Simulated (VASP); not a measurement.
Write the native input for VASP 6.6.1 that does the following.

| Property | Result |
| --- | --- |
| Task | single point |
| Functional | PBEsol |
| Potentials or basis | VASP PAW PBE potentials, release 64 (Sn_d, O) |
| Cutoff | 520 eV |
| k mesh | 6 × 6 × 8 |
| Occupations | gaussian, width 0.05 eV |
| Spin | no spin polarisation |
| Dipole correction | no |
| Further INCAR settings | ALGO = Normal; EDIFF = 1e-06; NBANDS = 35 |

The structure of SnO2 lies in POSCAR:

```
SnO2
1.0
    4.6495062336      0.0000000000      0.0000000000
    0.0000000000      4.6495062336      0.0000000000
    0.0000000000      0.0000000000      3.1310849569
Sn O
2 4
Direct
    0.0000000000      0.0000000000      0.0000000000
    0.5000000000      0.5000000000      0.5000000000
    0.3062980674      0.3062980674      0.0000000000
    0.1937019326      0.8062980674      0.5000000000
    0.6937019326      0.6937019326      0.0000000000
    0.8062980674      0.1937019326      0.5000000000
```

This cell differs from its parent crystal: atoms displaced along a vibrational mode, the cell strained.

One way to write it, as run:

INCAR

```
ALGO = Normal ; EDIFF = 1E-6
ENCUT = 520 ; GGA = PS
ISIF = 2 ; ISMEAR = 0
LASPH = T ; LCHARG = F
LREAL = F ; LWAVE = F
NBANDS = 35 ; NELM = 80
PREC = Accurate ; SIGMA = 0.05
```

KPOINTS

```
k-points
0
Gamma
  6 6 8
```

Potentials or basis: VASP PAW PBE potentials, release 64 (Sn_d, O).

Run with:

```bash
$ cat potpaw_PBE.64/Sn_d/POTCAR potpaw_PBE.64/O/POTCAR > POTCAR
$ mpirun -np 1 vasp_std > vasp.out
```

Results of the run:

| Property | Result |
| --- | --- |
| Pressure | 19.2 GPa |
| Largest force | 0.316 eV/Å |
| Band gap on the k mesh | 1.82 eV |

Caveat: the cell differs from its parent crystal (atoms displaced along a vibrational mode, the cell strained); the cell stands under pressure; the PAW data sets were made with another functional, which shifts forces and pressure a little; spin-orbit coupling is left out, which moves the levels of the heavy elements.

Wall time 2 min on 1 thread of Intel Xeon 8259CL, on a shared host, peak memory 0.23 GiB.
